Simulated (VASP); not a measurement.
Runs of VASP 6.6.1 on Ru. The structure is that of space group P6_3/mmc (No. 194), or close to it. The cells are those of the table. 

| task | spin | cell | k mesh | cutoff (eV) | smearing | gap on the mesh (eV) | pressure (GPa) | moment (μB) |
| --- | --- | --- | --- | --- | --- | --- | --- | --- |
| single point | off | a = 2.724, b = 2.724, c = 4.289 Å, angles 90.0, 90.0, 120.0°, 2 atoms | 7 × 7 × 4 | 500 | fermi-dirac 0.1 eV | none | 0.5 | - |
| single point | collinear, ferromagnetic start | a = 2.724, b = 2.724, c = 4.286 Å, angles 90.0, 90.0, 120.0°, 2 atoms | 22 × 22 × 12 | 520 | fermi-dirac 0.05 eV | none | -0.2 | 0.00 |
| single point | collinear, ferromagnetic start | a = 2.724, b = 2.724, c = 4.286 Å, angles 90.0, 90.0, 120.0°, 2 atoms | 13 × 13 × 8 | 500 | fermi-dirac 0.05 eV | none | -0.1 | 0.00 |
| single point | collinear, ferromagnetic start | a = 2.610, b = 2.610, c = 4.107 Å, angles 90.0, 90.0, 120.0°, 2 atoms | 22 × 22 × 12 | 520 | fermi-dirac 0.05 eV | none | (a) | 0.00 |
| relaxation of cell and atoms | collinear, ferromagnetic start | relaxed from a = 2.704, b = 2.704, c = 4.282 Å, angles 90.0, 90.0, 120.0°, 2 atoms | 13 × 13 × 8 | 600 | fermi-dirac 0.05 eV | none | 0.0 | 0.00 |
| single point | collinear, ferromagnetic start | a = 2.687, b = 2.687, c = 4.228 Å, angles 90.0, 90.0, 120.0°, 2 atoms | 22 × 22 × 12 | 520 | fermi-dirac 0.05 eV | none | (b) | 0.00 |

Alike in all rows: level PBE; potentials or basis VASP PAW PBE potentials, release 64 (Ru_pv).

Q: Fill in the values left out.

A: (a) 54.4; (b) 13.9.

Caveats: some runs use coarse meshes; the cell stands under pressure (at least some runs); an empty level that is flat over the whole mesh can mark a ghost state of the potentials, or a narrow d or f band (at least some runs).

A k mesh can miss the band edges, and the runs leave out spin-orbit coupling on Ru.

A gap of «none» marks levels without a gap at the run's occupations.
